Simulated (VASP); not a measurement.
VOs, 2 atoms in the cell. The structure is hexagonal, space group P-6m2 (No. 187). Conventional cell: a = 2.853 Å, b = 2.853 Å, c = 4.395 Å, α = 90.00°, β = 90.00°, γ = 120.00°. V (site symmetry -6m2) has 6 Os at 2.75 Å and 6 V at 2.85 Å within 3.6 Å. Os (site symmetry -6m2) has 6 V at 2.75 Å and 6 Os at 2.85 Å within 3.6 Å. 

```yaml
Program: VASP 6.6.1
Task: single point
Functional: r2SCAN
Potentials_or_basis: VASP PAW PBE potentials, release 64 (V_sv, Os)
Cutoff: 520 eV
k_mesh: 12 × 12 × 7
Occupations: fermi-dirac, width 0.08 eV
Spin: collinear spin, ferromagnetic start
Starting_moments: "[2.0, 0.0] μB"
Dipole_correction: no
Further_INCAR_settings: ALGO = Normal; EDIFF = 1e-07; NBANDS = 22
```

Potentials or basis: VASP PAW PBE potentials, release 64 (V_sv, Os).

Run with:

```sh
$ cat potpaw_PBE.64/V_sv/POTCAR potpaw_PBE.64/Os/POTCAR > POTCAR
$ cp INCAR.step1 INCAR
$ mpirun -np 1 vasp_std > vasp.out
$ cp INCAR.step2 INCAR
$ mpirun -np 1 vasp_std > vasp.out
```

Hardware: 1 thread of AMD EPYC 9R45 96-Core Processor (Zen 5), with other jobs on the host.

**Question.** Estimate the wall time of this run.

**Answer.** Wall time 5.3 min on 1 thread of AMD EPYC 9R45 96-Core Processor (Zen 5), with other jobs on the host, peak memory 0.21 GiB. Counts: k points 76.
